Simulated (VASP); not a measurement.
# V (I4_1/amd) in VASP: notebook

V is run at these levels: r2SCAN; tasks: single point, relaxation of cell and atoms.

Program: VASP 6.6.1. These are calculated values, not measurements. Logs are shortened: lines on timing, memory, paths and dates and some standing lists are left out, and cuts for length are marked.

### 1 The cell of the first run

The structure is tetragonal, space group I4_1/amd (No. 141). Conventional cell: a = 4.631 Å, b = 4.631 Å, c = 2.556 Å, α = 90.00°, β = 90.00°, γ = 90.00°. V (site symmetry -4m2) has 10 V at 2.40 to 3.01 Å within 3.2 Å.

### 2 Single point, r2SCAN

File POSCAR:

```
V
1.0
   -2.3152628429      2.3152628429      1.2780064224
    2.3152628429     -2.3152628429      1.2780064224
    2.3152628429      2.3152628429     -1.2780064224
V
2
Direct
    0.0000000000      0.0000000000      0.0000000000
    0.7500000000      0.2500000000      0.5000000000
```

File INCAR.step1:

```
SYSTEM = V
PREC = Accurate ; ENCUT = 520
ISMEAR = 0 ; SIGMA = 0.1
LREAL = .False. ; LASPH = .True.
NELM = 80 ; NBANDS = 20
GGA = PE ; ALGO = Normal
EDIFF = 1E-4 ; LWAVE = .True.
LCHARG = .False.
```

File INCAR.step2:

```
SYSTEM = V
PREC = Accurate ; ENCUT = 520
EDIFF = 1E-7 ; ISMEAR = 0
SIGMA = 0.1 ; LREAL = .False.
LASPH = .True. ; NELM = 80
ALGO = Normal ; ISIF = 2
LWAVE = .False. ; LCHARG = .False.
METAGGA = R2SCAN ; LMIXTAU = .True.
NBANDS = 20 ; ISTART = 1
```

File KPOINTS:

```
regular mesh
0
Gamma
  8 8 8
  0 0 0
```

Potentials or basis: VASP PAW PBE potentials, release 64 (V_sv).

Run with:

```console
$ cat potpaw_PBE.64/V_sv/POTCAR > POTCAR
$ cp INCAR.step1 INCAR
$ mpirun -np 1 vasp_std > vasp.out
$ cp INCAR.step2 INCAR
$ mpirun -np 1 vasp_std > vasp.out
```

OUTCAR:

```text
SYSTEM = V
   PREC = Accurate
   ENCUT = 520
   EDIFF = 1E-7
   ISMEAR = 0
   LREAL = .False.
   LASPH = .True.
   NELM = 80
   ISIF = 2
   METAGGA = R2SCAN
   ISTART = 1

 ion  position               nearest neighbor table
   1  0.000  0.000  0.000-   2 2.40   2 2.40   2 2.40   2 2.40
   2  0.750  0.250  0.500-   1 2.40   1 2.40   1 2.40   1 2.40

  LATTYP: Found a body centered tetragonal cell.
 ALAT       =     4.6305256858
 C/A-ratio  =     0.5519919375

  Lattice vectors:

 A1 = (  -2.3152628429,   2.3152628429,   1.2780064224)
 A2 = (   2.3152628429,  -2.3152628429,   1.2780064224)
 A3 = (   2.3152628429,   2.3152628429,  -1.2780064224)

Analysis of symmetry for initial positions (statically):
=====================================================================
 Subroutine PRICEL returns:
 Original cell was already a primitive cell.

 Routine SETGRP: Setting up the symmetry group for a
 body centered tetragonal supercell.

 Subroutine GETGRP returns: Found 16 space group operations
 (whereof  8 operations were pure point group operations)
 out of a pool of 16 trial point group operations.

The static configuration has the point symmetry D_2d.
 The point group associated with its full space group is D_4h.

Analysis of symmetry for dynamics (positions and initial velocities):
=====================================================================
 Subroutine PRICEL returns:
 Original cell was already a primitive cell.

 Routine SETGRP: Setting up the symmetry group for a
 body centered tetragonal supercell.

 Subroutine GETGRP returns: Found 16 space group operations
 (whereof  8 operations were pure point group operations)
 out of a pool of 16 trial point group operations.

The dynamic configuration has the point symmetry D_2d.
 The point group associated with its full space group is D_4h.

 Subroutine INISYM returns: Found 16 space group operations
 (whereof  8 operations are pure point group operations),
 and found     1 'primitive' translations

----------------------------------------------------------------------------------------

                                     Primitive cell

  volume of cell :      27.4027

  direct lattice vectors                    reciprocal lattice vectors
    -2.315262843  2.315262843  1.278006422     0.000000000  0.215958202  0.391234341
     2.315262843 -2.315262843  1.278006422     0.215958202  0.000000000  0.391234341
     2.315262843  2.315262843 -1.278006422     0.215958202  0.215958202  0.000000000

  length of vectors
     3.514851985  3.514851985  3.514851985     0.446880582  0.446880582  0.305411018

  position of ions in fractional coordinates (direct lattice)
     0.000000000  0.000000000  0.000000000
     0.750000000  0.250000000  0.500000000

  ion indices of the primitive-cell ions
   primitive index   ion index
                 1           1
                 2           2

----------------------------------------------------------------------------------------

 KPOINTS: regular mesh

Automatic generation of k-mesh.
 Grid dimensions read from file:
 generate k-points for:    8    8    8

 Generating k-lattice:

  Cartesian coordinates                     Fractional coordinates (reciprocal lattice)
     0.000000000  0.026994775  0.048904293     0.125000000  0.000000000  0.000000000
     0.026994775  0.000000000  0.048904293     0.000000000  0.125000000  0.000000000
     0.026994775  0.026994775  0.000000000     0.000000000  0.000000000  0.125000000

  Length of vectors
     0.055860073  0.055860073  0.038176377

  Shift w.r.t. Gamma in fractional coordinates (k-lattice)
     0.000000000  0.000000000  0.000000000

 Subroutine IBZKPT returns following result:
 ===========================================

 Found     59 irreducible k-points:

 Following reciprocal coordinates:
            Coordinates               Weight
  0.000000  0.000000  0.000000      1.000000
  0.125000  0.000000  0.000000      8.000000
  0.250000  0.000000  0.000000      8.000000
  0.375000 -0.000000  0.000000      8.000000
  0.500000  0.000000  0.000000      4.000000
  0.125000  0.125000  0.000000      8.000000
[... 16 lines left out ...]
  0.250000  0.125000  0.125000     16.000000
  0.375000  0.125000  0.125000      8.000000
 [... further k-points ...]
   k-points           NKPTS =     59   k-points in BZ     NKDIM =     59   number of bands    NBANDS=     20
   number of dos      NEDOS =    301   number of ions     NIONS =      2
   total plane-waves  NPLWV =  21952
   dimension x,y,z NGX =    28 NGY =   28 NGZ =   28
   dimension x,y,z NGXF=    56 NGYF=   56 NGZF=   56
   ions per type =               2
   NGX,Y,Z   is equivalent  to a cutoff of  13.24, 13.24, 13.24 a.u.
   NGXF,Y,Z  is equivalent  to a cutoff of  26.49, 26.49, 26.49 a.u.
 SYSTEM =  V
   PREC   = accura    normal or accurate (medium, high low for compatibility)
   ISTART =      1    job   : 0-new  1-cont  2-samecut
   ICHARG =      0    charge: 1-file 2-atom 10-const
   ISPIN  =      1    spin polarized calculation?
   LNONCOLLINEAR =      F non collinear calculations
   LSORBIT =      F    spin-orbit coupling
   LASPH  =      T    aspherical Exc in radial PAW
   ENCUT  =  520.0 eV  38.22 Ry    6.18 a.u.   6.54  6.54  6.54*2*pi/ulx,y,z
   NELM   =     80;   NELMIN=  2; NELMDL=  0     # of ELM steps
   EDIFF  = 0.1E-06   stopping-criterion for ELM
   LREAL  =      F    real-space projection
   EDIFFG = 0.1E-05   stopping-criterion for IOM
   NSW    =      0    number of steps for IOM
   IBRION =     -1    ionic relax: 0-MD 1-quasi-New 2-CG
   NFREE  =      0    steps in history (QN), initial steepest desc. (CG)
   ISIF   =      2    stress and relaxation
   ISYM   =      2    0-nonsym 1-usesym 2-fastsym
   POTIM  = 0.5000    time-step for ionic-motion
   TEBEG  =    0.0;   TEEND  =   0.0 temperature during run
   PSTRESS=    0.0 pullay stress
   NELECT =      26.0000    total number of electrons
   NUPDOWN=      -1.0000    fix difference up-down
   EMIN   =  10.00;   EMAX   =-10.00  energy-range for DOS
   EFERMI =   0.00;   METHOD = LEGACY
   ISMEAR =     0;   SIGMA  =   0.10  broadening in eV -4-tet -1-fermi 0-gaus
   EFERMI_NEDOS =   21; number of points for ismear=-14 and -15
   IALGO  =     38    algorithm
   IMIX   =      4    mixing-type and parameters
     AMIX     =   0.40;   BMIX     =  1.00
     AMIX_MAG =   1.60;   BMIX_MAG =  1.00
  volume/ion in A,a.u.               =      13.70        92.46
  Fermi-wavevector in a.u.,A,eV,Ry     =   1.608674  3.039953 35.209597  2.587832
  Thomas-Fermi vector in A             =   2.704506
   LORBIT       =      0    0 simple, 1 ext, 2 COOP (PROOUT), +10 PAW based schemes
   METAGGA = R2SCAN    functional components
   LHFCALC =     F    Hartree Fock is set to
   AEXX    =    0.0000 exact exchange contribution
   IVDW    =     0    specifies the selected vdW correction
   LEPSILON=     F    determine dielectric tensor
   LRPA    =     F    only Hartree local field effects (RPA)
 non-spin polarized calculation
 Gauss-broadening in eV      SIGMA  =   0.10
  energy-cutoff  :      520.00
  volume of cell :       27.40
 maximum number of plane-waves:       756
 NGX is ok and might be reduce to    28
   NGX = 13   NGY = 13   NGZ = 13

 number of electron      26.0000001 magnetization

 Free energy of the ion-electron system (eV)
  ---------------------------------------------------
  ext. energy  EPLUGINS =         0.00000000
  ---------------------------------------------------
  free energy    TOTEN  =       -27.36879289 eV

  energy without entropy =      -27.35641182  energy(sigma->0) =      -27.36260236

 E-fermi :   9.7773     XC(G=0): -13.8564

 val. band max:        9.7772073855   @ k =   0.3750   0.2500   0.1250
 cond. band min:       9.7985694616   @ k =   0.5000   0.1250   0.0000
 fundamental gap:      0.0213620761
 Fermi energy:         9.7772633884

 k-point     1 :       0.0000    0.0000    0.0000
  band No.  band energies     occupation
      1     -56.7892      2.00000
      2     -56.3562      2.00000
      3     -29.8521      2.00000
      4     -29.8520      2.00000
      5     -28.9003      2.00000
      6     -28.8861      2.00000
[... 12 lines left out ...]
     19      14.2847      0.00000
     20      17.3852      0.00000

 k-point     2 :       0.1250    0.0000    0.0000
  band No.  band energies     occupation
      1     -56.7593      2.00000
      2     -56.3551      2.00000
      3     -29.8421      2.00000
      4     -29.7966      2.00000
      5     -29.0241      2.00000
      6     -29.0012      2.00000
[... 12 lines left out ...]
     19      14.0164      0.00000
     20      18.2745      0.00000

 k-point     3 :       0.2500    0.0000    0.0000
  band No.  band energies     occupation
      1     -56.6833      2.00000
      2     -56.3555      2.00000
      3     -29.8175      2.00000
      4     -29.6801      2.00000
      5     -29.3166      2.00000
      6     -29.2291      2.00000
[... 12 lines left out ...]
     19      13.8481      0.00000
     20      19.5221      0.00000

 k-point     4 :       0.3750   -0.0000    0.0000
  band No.  band energies     occupation
      1     -56.5983      2.00000
      2     -56.3642      2.00000
      3     -29.7922      2.00000
      4     -29.7115      2.00000
      5     -29.5674      2.00000
      6     -29.3048      2.00000
[... 12 lines left out ...]
     19      13.6152      0.00000
     20      19.8188      0.00000

 k-point     5 :       0.5000    0.0000    0.0000
  band No.  band energies     occupation
      1     -56.5576      2.00000
      2     -56.3731      2.00000
      3     -29.8013      2.00000
      4     -29.7815      2.00000
      5     -29.6582      2.00000
      6     -29.2279      2.00000
[... 12 lines left out ...]
     19      14.6387      0.00000
     20      17.8662      0.00000
[... 353 lines left out ...]
      6     -29.3948      2.00000
[... 12 lines left out ...]
     19      13.0671      0.00000
     20      13.0671      0.00000

 k-point    22 :       0.1250    0.1250    0.1250
  band No.  band energies     occupation
      1     -56.6550      2.00000
      2     -56.3838      2.00000
      3     -29.7171      2.00000
      4     -29.6823      2.00000
      5     -29.3064      2.00000
      6     -29.2498      2.00000
[... 12 lines left out ...]
     19      13.8625      0.00000
     20      17.0448      0.00000

 k-point    23 :       0.2500    0.1250    0.1250
  band No.  band energies     occupation
      1     -56.5722      2.00000
      2     -56.3909      2.00000
      3     -29.7919      2.00000
      4     -29.6467      2.00000
      5     -29.5229      2.00000
      6     -29.3075      2.00000
[... 12 lines left out ...]
     19      13.8047      0.00000
     20      17.3322      0.00000

 k-point    24 :       0.3750    0.1250    0.1250
  band No.  band energies     occupation
      1     -56.5310      2.00000
      2     -56.4005      2.00000
      3     -29.8633      2.00000
      4     -29.7045      2.00000
      5     -29.5624      2.00000
      6     -29.2019      2.00000
[... 12 lines left out ...]
     19      14.4712      0.00000
     20      17.4530      0.00000

 [... further k-points ...]

------------------------ aborting loop because EDIFF is reached ----------------------------------------

  FORCE on cell =-STRESS in cart. coord.  units (eV):
  Direction    XX          YY          ZZ          XY          YZ          ZX
  --------------------------------------------------------------------------------------
  -------------------------------------------------------------------------------------
  Total        0.1713196      0.1713196      0.1088851      0.0000000      0.0000000      0.0000000
  in kB       10.0166846     10.0166846      6.3662761      0.0000000      0.0000000      0.0000000
  external PRESSURE =       8.7998817 kB  Pullay stress =       0.0000000 kB

 VOLUME and BASIS-vectors are now :
 -----------------------------------------------------------------------------
  energy-cutoff  :      520.00
  volume of cell :       27.40
      direct lattice vectors                 reciprocal lattice vectors
    -2.315262843  2.315262843  1.278006422     0.000000000  0.215958202  0.391234341
     2.315262843 -2.315262843  1.278006422     0.215958202  0.000000000  0.391234341
     2.315262843  2.315262843 -1.278006422     0.215958202  0.215958202  0.000000000

 POSITION                                       TOTAL-FORCE (eV/Angst)
 -----------------------------------------------------------------------------------
      0.00000      0.00000      0.00000        -0.000000      0.000000     -0.000000
      0.00000      2.31526      0.63900         0.000000     -0.000000      0.000000
 -----------------------------------------------------------------------------------
    total drift:                               -0.000000      0.000000      0.000000

  FREE ENERGIE OF THE ION-ELECTRON SYSTEM (eV)
  ---------------------------------------------------
  free  energy   TOTEN  =       -27.3687928907 eV

  energy  without entropy=      -27.3564118205  energy(sigma->0) =      -27.36260236
```

Run time: 4.3 min. Hardware: 1 thread of Intel Xeon Platinum 8375C at 2.90GHz (Ice Lake), shared host; peak memory 0.17 GiB.

What came out:

* Free energy: -27.3688 eV
* Pressure: 0.9 GPa
* Band gap on the k mesh: zero (band 13 reaches 10.42 eV, above the bottom of band 14 at 9.25 eV)

Caveat: the PAW data sets were made with another functional, which shifts forces and pressure a little.

### 3 Relaxation of cell and atoms, r2SCAN

This run uses another cell than the first one, of 14.24 Å³/atom, 1.039 times its volume.

File POSCAR:

```
V
1.0
   -2.3544392031      2.3544392031      1.2843900470
    2.3544392031     -2.3544392031      1.2843900470
    2.3544392031      2.3544392031     -1.2843900470
V
2
Direct
    0.0000000000      0.0000000000      0.0000000000
    0.7500000000      0.2500000000      0.5000000000
```

File INCAR.step1:

```
PREC = Accurate
ENCUT = 600
ISMEAR = 0
SIGMA = 0.1
LREAL = F
LASPH = T
NELM = 80
GGA = PE
ALGO = Normal
EDIFF = 1E-4
LWAVE = T
LCHARG = F
```

File INCAR.step2:

```
PREC = Accurate
ENCUT = 600
EDIFF = 1E-6
ISMEAR = 0
SIGMA = 0.1
LREAL = F
LASPH = T
NELM = 80
ALGO = Normal
ISIF = 3
LWAVE = F
LCHARG = F
METAGGA = R2SCAN
LMIXTAU = T
IBRION = 2
NSW = 90
EDIFFG = -0.04
ISTART = 1
```

File KPOINTS:

```
regular mesh
0
Gamma
  8 8 8
```

Potentials or basis: VASP PAW PBE potentials, release 64 (V_sv).

Run with:

```console
$ cat potpaw_PBE.64/V_sv/POTCAR > POTCAR
$ cp INCAR.step1 INCAR
$ mpirun -np 1 vasp_std > vasp.out
$ cp INCAR.step2 INCAR
$ mpirun -np 1 vasp_std > vasp.out
```

Wall time 14 min (1 thread of Intel Xeon Platinum 8375C at 2.90GHz (Ice Lake), shared host); peak memory 0.2 GiB.

The run converged. Its results:

| Item | Value |
| --- | --- |
| Free energy | -27.3701 eV |
| Relaxed volume | 13.76 Å³/atom |
| Relaxed cell | a = 3.524 Å, b = 3.524 Å, c = 3.524 Å, α = 97.53°, β = 97.53°, γ = 137.54° |
| Space group after relaxing (to 0.05 Å) | I4_1/amd (No. 141) |
| Energy gained by relaxing | 7.9 meV/atom |
| Ionic steps | 5 |
| Pressure after relaxing | 0.1 GPa |
| Band gap on the k mesh | zero (band 13 reaches 10.37 eV, above the bottom of band 14 at 9.18 eV) |

Stress tensor (GPa, compression positive):
```
-0.04  0.00  0.00
 0.00 -0.04  0.00
 0.00  0.00  0.36
```

The path:
```tsv
step	energy change (eV)	largest force (eV/Å)	pressure (GPa)	volume (Å³)
1	0.0000	0.0000	-5.10	28.48
2	0.0003	0.0000	5.87	26.65
3	-0.0154	0.0000	0.01	27.55
4	-0.0154	0.0000	0.15	27.53
5	-0.0158	0.0000	0.09	27.53
```

Final structure:
```yaml
crystal:
  lattice:
    - [-2.32246, 2.32246, 1.27592]
    - [2.32246, -2.32246, 1.27592]
    - [2.32246, 2.32246, -1.27592]
  atoms:
    - { symbol: V, position: [0.00000, 0.00000, 0.00000] }
    - { symbol: V, position: [0.75000, 0.25000, 0.50000] }
```

Levels at points of the mesh, in eV from the Fermi level:
```csv
k point,band 10,band 11,band 12,band 13,band 14,band 15,band 16,band 17
"(0.00, 0.00, 0.00)",-3.81,-2.09,-1.52,-0.83,2.22,2.22,2.26,2.26
"(0.50, 0.00, 0.00)",-3.05,-1.82,-1.07,0.64,0.79,0.93,2.42,3.16
"(0.50, 0.50, 0.00)",-3.89,-1.41,-1.41,-0.28,-0.28,1.80,1.80,2.97
"(0.50, 0.50, 0.50)",-2.96,-0.85,-0.85,-0.09,-0.09,1.86,1.86,2.55
```

Caveat: the PAW data sets were made with another functional, which shifts forces and pressure a little.
